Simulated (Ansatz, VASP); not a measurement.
# Two plane-wave programs on Al2Cu

Contents of INCAR:

```
PREC     = Accurate       # precision mode
ENCUT    = 520            # plane-wave cutoff, eV
EDIFF    = 1E-6           # SCF threshold, eV
ISMEAR   = 0              # smearing method
SIGMA    = 0.15           # smearing width, eV
LREAL    = False          # projectors in reciprocal space
LASPH    = True           # aspherical terms in the spheres
NELM     = 60             # most SCF steps
ALGO     = Fast           # electronic algorithm
ISIF     = 2              # what is computed and relaxed
LWAVE    = False          # write WAVECAR
LCHARG   = True           # write CHGCAR
GGA      = PE             # functional
LELF     = True           # ELF
LVHAR    = True         
NBANDS   = 16             # bands
```

File KPOINTS:

```
regular mesh
0
Gamma
  14 14 14
```

POSCAR

```
Al2Cu
1.0
   -2.0446004822      2.0446004822      2.7563729399
    2.0446004822     -2.0446004822      2.7563729399
    2.0446004822      2.0446004822     -2.7563729399
Al Cu
2 1
Direct
    0.7344366126      0.2344366126      0.5000000000
    0.2655633874      0.7655633874      0.5000000000
    0.5000000000      0.5000000000      0.0000000000
```

Input for Ansatz:

```yaml
crystal:
  lattice:
    - [-2.0446004822, 2.0446004822, 2.7563729399]
    - [2.0446004822, -2.0446004822, 2.7563729399]
    - [2.0446004822, 2.0446004822, -2.7563729399]
  atoms:
    - { symbol: Al, position: [0.7344366126, 0.2344366126, 0.5] }
    - { symbol: Al, position: [0.2655633874, 0.7655633874, 0.5] }
    - { symbol: Cu, position: [0.5, 0.5, 0.0] }
basis:
  ecutwfc: 520.0
kpoints:
  mp_grid: { grid: [14, 14, 14] }
hamiltonian:
  xc: pbe
  pseudopotentials: { kind: paw, azcp: { folder: soft_1 } }
scf:
  occupations: { method: gaussian, width: 0.15 }
output:
  forces: true
  stress: true
  eigenvalues: true
```

Change from the starting cell: mode 9 frozen in at -0.090 Å, normal strain along z -0.0467.

Alike in both runs: task single point; functional PBE; k mesh 14 × 14 × 14; occupations gaussian, width 0.15 eV; no spin polarisation.

|  | VASP | Ansatz |
| --- | --- | --- |
| version | VASP 6.6.1 | Ansatz 0.2.0 |
| potentials or method | VASP PAW PBE potentials, release 64 (Al, Cu), cutoff 520 eV | scalar-relativistic, plane waves, PAW |
| valence electrons in the cell | 17 | 25 |

```csv
,VASP,Ansatz,Ansatz less VASP
gap on the k mesh at the Fermi level (eV),none,none,-
pressure (GPa),6.3,6.1,-0.18
"traceless stress, the component that is largest in VASP (GPa)",-5.61,-5.60,+0.012
rms of the force components (eV/Å),0.492,0.492,+0.0003
```

Atom by atom the forces differ by 0.000 eV/Å (rms over components). A gap of «none» marks a metal or a gap that the smearing closes. VASP's potentials hold 17 valence electrons a cell and Ansatz's 25, so a difference there can come from the potentials and not from the codes.
